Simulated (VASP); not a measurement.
Here is a VASP 6.6.1 calculation.

The input INCAR:

```
SYSTEM = HfB
PREC = Accurate ; ENCUT = 500
EDIFF = 1E-7 ; ISMEAR = 0
SIGMA = 0.1 ; LREAL = .False.
LASPH = .True. ; NELM = 120
ALGO = Normal ; ISIF = 3
LWAVE = .False. ; LCHARG = .False.
GGA = PS ; IBRION = 2
NSW = 70 ; EDIFFG = -0.008
PSTRESS = 600.0 ; GGA_COMPAT = .False.
NELMIN = 4
```

File KPOINTS:

```
regular mesh
0
Gamma
  16 16 16
  0 0 0
```

The input POSCAR:

```
HfB
1.0
    0.0000000000      2.2315826281      2.2315826281
    2.2315826281      0.0000000000      2.2315826281
    2.2315826281      2.2315826281      0.0000000000
Hf B
1 1
Direct
    0.5000000000      0.5000000000      0.5000000000
    0.0000000000      0.0000000000      0.0000000000
```

Potentials or basis: VASP PAW PBE potentials, release 64 (Hf_pv, B).

Launch:

```bash
$ cat potpaw_PBE.64/Hf_pv/POTCAR potpaw_PBE.64/B/POTCAR > POTCAR
$ mpirun -np 1 vasp_std > vasp.out
```

**Question.** Predict the relaxed cell.

**Answer.** a = 3.152 Å, b = 3.152 Å, c = 3.152 Å, α = 60.00°, β = 60.00°, γ = 60.00°.

**Question.** What does it give for the band gap on the k mesh?

**Answer.** Zero (an odd number of electrons rules out a gap without spin polarisation).

**Question.** Predict the relaxed volume.

**Answer.** 11.07 Å³/atom.

**Question.** Predict the space group after relaxing (to 0.1 Å).

**Answer.** Fm-3m (No. 225).

Step by step:
```csv
step,energy change (eV),largest force (eV/Å),pressure (GPa),volume (Å³)
1,0.0000,0.0000,58.48,22.23
2,0.1292,0.0000,64.52,21.89
3,0.0321,0.0000,60.00,22.14
```

Caveat: the cell is relaxed towards a set pressure, so the run minimises the enthalpy, not the energy; the PAW data sets were made with another functional, which shifts forces and pressure a little; spin-orbit coupling is left out, which moves the levels of the heavy elements.
